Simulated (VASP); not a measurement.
A run of VASP 6.6.1 is set up as follows.

File INCAR:

```
SYSTEM = As
ALGO = Normal ; EDIFF = 1E-6
ENCUT = 520 ; GGA = PE
ISIF = 2 ; ISMEAR = -1
LASPH = .TRUE. ; LCHARG = .TRUE.
LELF = .TRUE. ; LREAL = .FALSE.
LVHAR = .TRUE. ; LWAVE = .FALSE.
NBANDS = 12 ; NELM = 100
PREC = Accurate ; SIGMA = 0.03
```

KPOINTS

```
k-points
0
G
  11 11 11
  0 0 0
```

The input POSCAR:

```
As
1.0
    1.8607607910      1.0743107436      3.4505577946
   -1.8607607910      1.0743107436      3.4505577946
    0.0000000000     -2.1486214872      3.4505577946
As
2
Direct
    0.2275400000      0.2275400000      0.2275400000
    0.7724600000      0.7724600000      0.7724600000
```

Potentials or basis: VASP PAW PBE potentials, release 64 (As).

Launch:

```sh
$ cat potpaw_PBE.64/As/POTCAR > POTCAR
$ mpirun -np 1 vasp_std > vasp.out
```

Q: Estimate the pressure.

A: 6.7 GPa.

Q: What does it give for the largest force?

A: 0.496 eV/Å.

Q: Predict the band gap on the k mesh.

A: Zero (bands 5 and 6 overlap by 0.40 eV).

Stress tensor (GPa, compression positive):
```
7.39 0.00 0.00
0.00 7.39 0.00
0.00 0.00 5.25
```

Caveat: the cell stands under pressure.
